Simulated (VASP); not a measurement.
# CaO (Fm-3m) in VASP: a series of runs

The runs below take CaO through relaxation of cell and atoms, single point, with PBEsol.

All numbers are computed with VASP 6.6.1; they aren't measurements. Logs are shortened: lines on timing, memory, paths and dates and some standing lists are left out, and cuts for length are marked.

### Step 1. The cell of the first run

Symmetry: Fm-3m, No. 225, cubic system. The conventional cell has a = 4.464 Å, b = 4.464 Å, c = 4.464 Å, α = 90.00°, β = 90.00°, γ = 90.00°. Within 3.0 Å of Ca (site symmetry m-3m) lie 6 O at 2.23 Å. O (site symmetry m-3m) has 6 Ca at 2.23 Å within 3.0 Å.

### Step 2. Relaxation of cell and atoms, PBEsol, target pressure 35 GPa, at which the enthalpy is minimised

The input, INCAR:

```
PREC     = Accurate       # precision mode
ENCUT    = 600            # plane-wave cutoff, eV
EDIFF    = 1E-7           # SCF threshold, eV
ISMEAR   = 0              # smearing method
SIGMA    = 0.01           # smearing width, eV
LREAL    = F              # projectors in reciprocal space
LASPH    = T              # aspherical terms in the spheres
NELM     = 120            # most SCF steps
ALGO     = Normal         # electronic algorithm
ISIF     = 3              # what is computed and relaxed
LWAVE    = F              # write WAVECAR
LCHARG   = F              # write CHGCAR
GGA      = PS             # functional
IBRION   = 2              # ionic algorithm
NSW      = 80             # ionic steps
EDIFFG   = -0.002         # ionic threshold
PSTRESS  = 350.0        
GGA_COMPAT= F            
NELMIN   = 4
```

The input, KPOINTS:

```
regular mesh
0
Gamma
  10 10 10
```

The input, POSCAR:

```
CaO
1.0
    0.0000000000      2.2322311871      2.2322311871
    2.2322311871      0.0000000000      2.2322311871
    2.2322311871      2.2322311871      0.0000000000
Ca O
1 1
Direct
    0.0000000000      0.0000000000      0.0000000000
    0.5000000000      0.5000000000      0.5000000000
```

Potentials or basis: VASP PAW PBE potentials, release 64 (Ca_sv, O).

Command:

```
cat potpaw_PBE.64/Ca_sv/POTCAR potpaw_PBE.64/O/POTCAR > POTCAR
mpirun -np 1 vasp_std > vasp.out
```

OUTCAR:

```text
PREC = Accurate
   ENCUT = 600
   EDIFF = 1E-7
   ISMEAR = 0
   LREAL = F
   LASPH = T
   NELM = 120
   ISIF = 3
   GGA = PS
   IBRION = 2
   NSW = 80
   EDIFFG = -0.002
   PSTRESS = 350.0
   NELMIN = 4

 ion  position               nearest neighbor table
   1  0.000  0.000  0.000-   2 2.23   2 2.23   2 2.23   2 2.23   2 2.23   2 2.23
   2  0.500  0.500  0.500-   1 2.23   1 2.23   1 2.23   1 2.23   1 2.23   1 2.23

  LATTYP: Found a face centered cubic cell.
 ALAT       =     4.4644623742

  Lattice vectors:

 A1 = (   0.0000000000,   2.2322311871,   2.2322311871)
 A2 = (   2.2322311871,   0.0000000000,   2.2322311871)
 A3 = (   2.2322311871,   2.2322311871,   0.0000000000)

Analysis of symmetry for initial positions (statically):
=====================================================================
 Subroutine PRICEL returns:
 Original cell was already a primitive cell.

 Routine SETGRP: Setting up the symmetry group for a
 face centered cubic supercell.

 Subroutine GETGRP returns: Found 48 space group operations
 (whereof 48 operations were pure point group operations)
 out of a pool of 48 trial point group operations.

The static configuration has the point symmetry O_h .

Analysis of symmetry for dynamics (positions and initial velocities):
=====================================================================
 Subroutine PRICEL returns:
 Original cell was already a primitive cell.

 Routine SETGRP: Setting up the symmetry group for a
 face centered cubic supercell.

 Subroutine GETGRP returns: Found 48 space group operations
 (whereof 48 operations were pure point group operations)
 out of a pool of 48 trial point group operations.

The dynamic configuration has the point symmetry O_h .

 Subroutine INISYM returns: Found 48 space group operations
 (whereof 48 operations are pure point group operations),
 and found     1 'primitive' translations

----------------------------------------------------------------------------------------

                                     Primitive cell

  volume of cell :      22.2458

  direct lattice vectors                    reciprocal lattice vectors
     0.000000000  2.232231187  2.232231187    -0.223991136  0.223991136  0.223991136
     2.232231187  0.000000000  2.232231187     0.223991136 -0.223991136  0.223991136
     2.232231187  2.232231187  0.000000000     0.223991136  0.223991136 -0.223991136

  length of vectors
     3.156851619  3.156851619  3.156851619     0.387964028  0.387964028  0.387964028

  position of ions in fractional coordinates (direct lattice)
     0.000000000  0.000000000  0.000000000
     0.500000000  0.500000000  0.500000000

  ion indices of the primitive-cell ions
   primitive index   ion index
                 1           1
                 2           2

----------------------------------------------------------------------------------------

 KPOINTS: regular mesh

Automatic generation of k-mesh.
 Grid dimensions read from file:
 generate k-points for:   10   10   10

 Generating k-lattice:

  Cartesian coordinates                     Fractional coordinates (reciprocal lattice)
    -0.022399114  0.022399114  0.022399114     0.100000000  0.000000000  0.000000000
     0.022399114 -0.022399114  0.022399114     0.000000000  0.100000000  0.000000000
     0.022399114  0.022399114 -0.022399114     0.000000000  0.000000000  0.100000000

  Length of vectors
     0.038796403  0.038796403  0.038796403

  Shift w.r.t. Gamma in fractional coordinates (k-lattice)
     0.000000000  0.000000000  0.000000000

 Subroutine IBZKPT returns following result:
 ===========================================

 Found     47 irreducible k-points:

 Following reciprocal coordinates:
            Coordinates               Weight
  0.000000  0.000000  0.000000      1.000000
  0.100000  0.000000  0.000000      8.000000
  0.200000  0.000000  0.000000      8.000000
  0.300000  0.000000  0.000000      8.000000
  0.400000  0.000000  0.000000      8.000000
  0.500000  0.000000  0.000000      4.000000
[... 16 lines left out ...]
  0.300000  0.300000  0.000000      6.000000
  0.400000  0.300000  0.000000     24.000000
 [... further k-points ...]
   k-points           NKPTS =     47   k-points in BZ     NKDIM =     47   number of bands    NBANDS=     12
   number of dos      NEDOS =    301   number of ions     NIONS =      2
   total plane-waves  NPLWV =  21952
   dimension x,y,z NGX =    28 NGY =   28 NGZ =   28
   dimension x,y,z NGXF=    56 NGYF=   56 NGZF=   56
   ions per type =               1   1
   NGX,Y,Z   is equivalent  to a cutoff of  14.75, 14.75, 14.75 a.u.
   NGXF,Y,Z  is equivalent  to a cutoff of  29.49, 29.49, 29.49 a.u.
 SYSTEM =  unknown system
   PREC   = accura    normal or accurate (medium, high low for compatibility)
   ISTART =      0    job   : 0-new  1-cont  2-samecut
   ICHARG =      2    charge: 1-file 2-atom 10-const
   ISPIN  =      1    spin polarized calculation?
   LNONCOLLINEAR =      F non collinear calculations
   LSORBIT =      F    spin-orbit coupling
   LASPH  =      T    aspherical Exc in radial PAW
   ENCUT  =  600.0 eV  44.10 Ry    6.64 a.u.   6.31  6.31  6.31*2*pi/ulx,y,z
   NELM   =    120;   NELMIN=  4; NELMDL= -5     # of ELM steps
   EDIFF  = 0.1E-06   stopping-criterion for ELM
   LREAL  =      F    real-space projection
   EDIFFG = -.2E-02   stopping-criterion for IOM
   NSW    =     80    number of steps for IOM
   IBRION =      2    ionic relax: 0-MD 1-quasi-New 2-CG
   NFREE  =      1    steps in history (QN), initial steepest desc. (CG)
   ISIF   =      3    stress and relaxation
   ISYM   =      2    0-nonsym 1-usesym 2-fastsym
   POTIM  = 0.5000    time-step for ionic-motion
   TEBEG  =    0.0;   TEEND  =   0.0 temperature during run
   PSTRESS=  350.0 pullay stress
   NELECT =      16.0000    total number of electrons
   NUPDOWN=      -1.0000    fix difference up-down
   EMIN   =  10.00;   EMAX   =-10.00  energy-range for DOS
   EFERMI =   0.00;   METHOD = LEGACY
   ISMEAR =     0;   SIGMA  =   0.01  broadening in eV -4-tet -1-fermi 0-gaus
   EFERMI_NEDOS =   21; number of points for ismear=-14 and -15
   IALGO  =     38    algorithm
   IMIX   =      4    mixing-type and parameters
     AMIX     =   0.40;   BMIX     =  1.00
     AMIX_MAG =   1.60;   BMIX_MAG =  1.00
  volume/ion in A,a.u.               =      11.12        75.06
  Fermi-wavevector in a.u.,A,eV,Ry     =   1.466782  2.771817 29.272258  2.151450
  Thomas-Fermi vector in A             =   2.582479
   LORBIT       =      0    0 simple, 1 ext, 2 COOP (PROOUT), +10 PAW based schemes
   GGA     = PS    functional components
   LHFCALC =     F    Hartree Fock is set to
   AEXX    =    0.0000 exact exchange contribution
   IVDW    =     0    specifies the selected vdW correction
   LEPSILON=     F    determine dielectric tensor
   LRPA    =     F    only Hartree local field effects (RPA)
 conjugate gradient relaxation of ions
 non-spin polarized calculation
 Gauss-broadening in eV      SIGMA  =   0.01
  energy-cutoff  :      600.00
  volume of cell :       22.25
 maximum number of plane-waves:       757
 NGX is ok and might be reduce to    28
   NGX = 13   NGY = 13   NGZ = 13

--------------------------------------- Ionic step        1  -------------------------------------------

 number of electron      16.0000000 magnetization

 Free energy of the ion-electron system (eV)
  ---------------------------------------------------
  ext. energy  EPLUGINS =         0.00000000
  ---------------------------------------------------
  free energy    TOTEN  =       -12.93368185 eV

  energy without entropy =      -12.93368185  energy(sigma->0) =      -12.93368185

------------------------ aborting loop because EDIFF is reached ----------------------------------------

  FORCE on cell =-STRESS in cart. coord.  units (eV):
  Direction    XX          YY          ZZ          XY          YZ          ZX
  --------------------------------------------------------------------------------------
  -------------------------------------------------------------------------------------
  Total        5.0550984      5.0550984      5.0550984     -0.0000000      0.0000000      0.0000000
  in kB      364.0765292    364.0765292    364.0765292     -0.0000000      0.0000000      0.0000000
  external PRESSURE =      14.0765292 kB  Pullay stress =     350.0000000 kB

 VOLUME and BASIS-vectors are now :
 -----------------------------------------------------------------------------
  energy-cutoff  :      600.00
  volume of cell :       22.25
      direct lattice vectors                 reciprocal lattice vectors
     0.000000000  2.232231187  2.232231187    -0.223991136  0.223991136  0.223991136
     2.232231187  0.000000000  2.232231187     0.223991136 -0.223991136  0.223991136
     2.232231187  2.232231187  0.000000000     0.223991136  0.223991136 -0.223991136
[... 46 lines left out ...]
  FREE ENERGIE OF THE ION-ELECTRON SYSTEM (eV)
  ---------------------------------------------------
  free  energy   TOTEN  =       -13.0019470148 eV

  energy  without entropy=      -13.0019470148  energy(sigma->0) =      -13.00194701

  enthalpy is  TOTEN    =        -8.0732405387 eV   P V=        4.9287064761

--------------------------------------- Ionic step        3  -------------------------------------------

 number of electron      16.0000000 magnetization

 Free energy of the ion-electron system (eV)
  ---------------------------------------------------
  ext. energy  EPLUGINS =         0.00000000
  ---------------------------------------------------
  free energy    TOTEN  =       -12.96087511 eV

  energy without entropy =      -12.96087511  energy(sigma->0) =      -12.96087511

 E-fermi :   3.6298     XC(G=0): -11.8559

 val. band max:        3.5847322598   @ k =   0.0000   0.0000   0.0000
 cond. band min:       6.8915375771   @ k =   0.5000   0.5000   0.0000
 fundamental gap:      3.3068053173
 Fermi energy:         3.6298420191

 k-point     1 :       0.0000    0.0000    0.0000
  band No.  band energies     occupation
      1     -33.0607      2.00000
      2     -13.6449      2.00000
      3     -13.6449      2.00000
      4     -13.6449      2.00000
      5     -12.2804      2.00000
      6       3.5847      2.00000
      7       3.5847      2.00000
      8       3.5847      2.00000
      9      10.1164      0.00000
     10      10.2023      0.00000
     11      10.2023      0.00000
     12      10.2023      0.00000

 k-point     2 :       0.1000    0.0000    0.0000
  band No.  band energies     occupation
      1     -33.0352      2.00000
      2     -14.1203      2.00000
      3     -13.6537      2.00000
      4     -13.6537      2.00000
      5     -11.8134      2.00000
      6       3.1667      2.00000
      7       3.3728      2.00000
      8       3.3728      2.00000
      9      10.1617      0.00000
     10      10.4298      0.00000
     11      10.4298      0.00000
     12      10.6173      0.00000
[... 316 lines left out ...]
 k-point    24 :       0.4000    0.3000    0.0000
  band No.  band energies     occupation
      1     -32.7755      2.00000
      2     -15.1583      2.00000
      3     -14.0687      2.00000
      4     -14.0026      2.00000
      5     -11.3073      2.00000
      6       1.7576      2.00000
      7       2.9970      2.00000
      8       3.1140      2.00000
      9       7.7551      0.00000
     10      12.9504      0.00000
     11      13.6108      0.00000
     12      13.8492      0.00000

 [... further k-points ...]

------------------------ aborting loop because EDIFF is reached ----------------------------------------

  FORCE on cell =-STRESS in cart. coord.  units (eV):
  Direction    XX          YY          ZZ          XY          YZ          ZX
  --------------------------------------------------------------------------------------
  -------------------------------------------------------------------------------------
  Total        4.8863891      4.8863891      4.8863891      0.0000000      0.0000000     -0.0000000
  in kB      350.0055601    350.0055601    350.0055601      0.0000000      0.0000000     -0.0000000
  external PRESSURE =       0.0055601 kB  Pullay stress =     350.0000000 kB

 VOLUME and BASIS-vectors are now :
 -----------------------------------------------------------------------------
  energy-cutoff  :      600.00
  volume of cell :       22.37
      direct lattice vectors                 reciprocal lattice vectors
    -0.000000000  2.236306000  2.236306000    -0.223582998  0.223582998  0.223582998
     2.236306000  0.000000000  2.236306000     0.223582998 -0.223582998  0.223582998
     2.236306000  2.236306000 -0.000000000     0.223582998  0.223582998 -0.223582998

 POSITION                                       TOTAL-FORCE (eV/Angst)
 -----------------------------------------------------------------------------------
      0.00000      0.00000     -0.00000        -0.000000     -0.000000     -0.000000
      2.23631      2.23631      2.23631         0.000000      0.000000      0.000000
 -----------------------------------------------------------------------------------
    total drift:                                0.000000      0.000000      0.000000

  FREE ENERGIE OF THE ION-ELECTRON SYSTEM (eV)
  ---------------------------------------------------
  free  energy   TOTEN  =       -12.9608751094 eV

  energy  without entropy=      -12.9608751094  energy(sigma->0) =      -12.96087511

  enthalpy is  TOTEN    =        -8.0745636625 eV   P V=        4.8863114470

 reached required accuracy - stopping structural energy minimisation
```

It took 50 s on 1 thread of Intel Xeon Platinum 8259CL at 2.50GHz (Skylake/Cascade Lake), shared host; peak memory 0.17 GiB.

Results:

| Quantity | Value |
| --- | --- |
| Free energy | -12.9609 eV |
| Relaxed volume | 11.18 Å³/atom |
| Relaxed cell | a = 3.163 Å, b = 3.163 Å, c = 3.163 Å, α = 60.00°, β = 60.00°, γ = 60.00° |
| Space group after relaxing (to 0.1 Å) | Fm-3m (No. 225) |
| Energy change on relaxing (the run minimises the enthalpy) | -13.6 meV/atom |
| Ionic steps | 3 |
| Pressure after relaxing | 35.0 GPa |
| Band gap on the k mesh | 3.31 eV (least direct gap 3.58 eV) |

Step by step:
| step | energy change (eV) | largest force (eV/Å) | pressure (GPa) | volume (Å³) |
| --- | --- | --- | --- | --- |
| 1 | 0.0000 | 0.0000 | 36.41 | 22.25 |
| 2 | -0.0683 | 0.0000 | 32.83 | 22.56 |
| 3 | -0.0272 | 0.0000 | 35.00 | 22.37 |

Final structure:
```
Ca O
1.0
     0.00000    2.23631    2.23631
     2.23631    0.00000    2.23631
     2.23631    2.23631    0.00000
Ca O
1 1
Direct
  0.00000 0.00000 0.00000
  0.50000 0.50000 0.50000
```

Caveat: the cell is relaxed towards a set pressure, so the run minimises the enthalpy, not the energy; the PAW data sets were made with another functional, which shifts forces and pressure a little. A k mesh can miss the band edges.

(Continued in part 2 of 2.)
